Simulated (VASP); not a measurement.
Wanted: the native input for a VASP 6.6.1 run.

```
Task                   : single point
Functional             : PBE
Potentials or basis    : VASP PAW PBE potentials, release 64 (C)
Cutoff                 : 520 eV
k mesh                 : 2 × 2 × 2, shifted
Occupations            : fermi-dirac, width 0.02 eV
Spin                   : no spin polarisation
Dipole correction      : no
Mended                 : yes
Further INCAR settings : LREAL = Auto; ALGO = Normal; EDIFF = 1e-06; NBANDS = 46; ISYM = -1
```

The structure of C lies in POSCAR:

```
C
1.0
    3.5668000000      0.0000000000      3.5668000000
    3.5668000000      3.5668000000      0.0000000000
    0.0000000000      3.5668000000      3.5668000000
C
16
Direct
    0.2501827969      0.2199837389      0.2722263654
    0.2495343165      0.7314006953      0.2584980935
    0.7529457777      0.2355688572      0.2594617024
    0.7443526410      0.7306369855      0.2690857351
    0.2495793148      0.2250951834      0.7719298811
    0.2431723113      0.7243946955      0.7715248963
    0.7428798923      0.2330960525      0.7616395649
    0.7500128967      0.7255405405      0.7728238197
    0.3801756476      0.3559458058      0.3887886901
    0.3708952002      0.8496055288      0.3907101604
    0.8757667938      0.3548107547      0.3911455647
    0.8728650331      0.8509563194      0.3890579791
    0.3682847370      0.3512209824      0.8957552989
    0.3754530672      0.8467273186      0.8923505663
    0.8740288214      0.3524192554      0.8945528205
    0.8665314848      0.8615300830      0.8940912022
```

This cell differs from its parent crystal: dynamics (nvt langevin) at 200 K, volume x 1.0, from the last frame before.

One way to write it, as run:

INCAR

```
PREC = Accurate
ENCUT = 520
EDIFF = 1E-6
ISMEAR = -1
SIGMA = 0.02
LREAL = Auto
LASPH = T
NELM = 120
ALGO = Normal
ISIF = 2
LWAVE = F
LCHARG = T
GGA = PE
LELF = T
LVHAR = T
NBANDS = 46
GGA_COMPAT = F
ISYM = -1
```

KPOINTS

```
explicit points
4
Reciprocal
  0.25000000   0.25000000   0.25000000 2
  0.25000000   0.25000000   0.75000000 2
  0.25000000   0.75000000   0.25000000 2
  0.25000000   0.75000000   0.75000000 2
```

Potentials or basis: VASP PAW PBE potentials, release 64 (C).

The run is started by

```bash
$ cat potpaw_PBE.64/C/POTCAR > POTCAR
$ mpirun -np 1 vasp_std > vasp.out
```

Results of the run:

```
Pressure               : 2.9 GPa
Largest force          : 1.907 eV/Å
Band gap on the k mesh : 5.47 eV
```

Caveat: the atoms stand as in a frame of molecular dynamics; a shifted mesh leaves out Γ, where band edges can lie; forces of over 1 eV/Å act on the atoms, so gaps and moduli don't describe the material at rest.

Wall time 40 s on 1 thread of Intel(R) Xeon(R) Platinum 8259CL CPU @ 2.50GHz (Skylake/Cascade Lake), with other jobs on the host, peak memory 0.23 GiB.
